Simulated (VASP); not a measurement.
GaN: single point with PBE

The system is GaN.

```
Ga N
1.0
     0.00000    2.07118    2.13524
     2.07118    0.00000    2.13524
     2.07118    2.07118    0.00000
Ga N
1 1
Direct
  0.00000 0.00000 0.00000
  0.50000 0.50000 0.50000
```

This cell differs from its parent crystal: strain -0.030 along x and y, +0.000 along z.

```yaml
Program: VASP 6.6.1
Task: single point
Functional: PBE
Potentials_or_basis: VASP PAW PBE potentials, release 64 (Ga_d, N)
Cutoff: 520 eV
k_mesh: 14 × 14 × 14
Occupations: gaussian, width 0.05 eV
Spin: no spin polarisation
```

```
Pressure               : 15.5 GPa
Band gap on the k mesh : 0.64 eV, indirect (least direct gap 2.96 eV)
```

Stress tensor (GPa, compression positive):
```
17.92  0.00  0.00
 0.00 17.92  0.00
 0.00  0.00 10.77
```

Levels at points of the mesh, in eV from the valence-band top:
```tsv
k point	band 7	band 8	band 9	band 10	band 11	band 12
(0.00, 0.00, 0.00)	-0.68	-0.68	-0.42	2.55	14.70	14.95
(0.50, 0.00, 0.00)	-8.45	-0.30	-0.13	4.75	8.97	9.55
(0.50, 0.50, 0.00)	-7.45	-3.08	-3.08	0.98	8.07	11.93
(0.50, 0.00, 0.50)	-7.38	-3.48	-3.04	0.64	7.71	12.31
```

It took 40 s on 1 thread of Intel(R) Xeon(R) Platinum 8488C (Sapphire Rapids), on a shared host, peak memory 0.19 GiB.

Caveat: the cell differs from its parent crystal (strain -0.030 along x and y, +0.000 along z). A k mesh can miss the band edges.
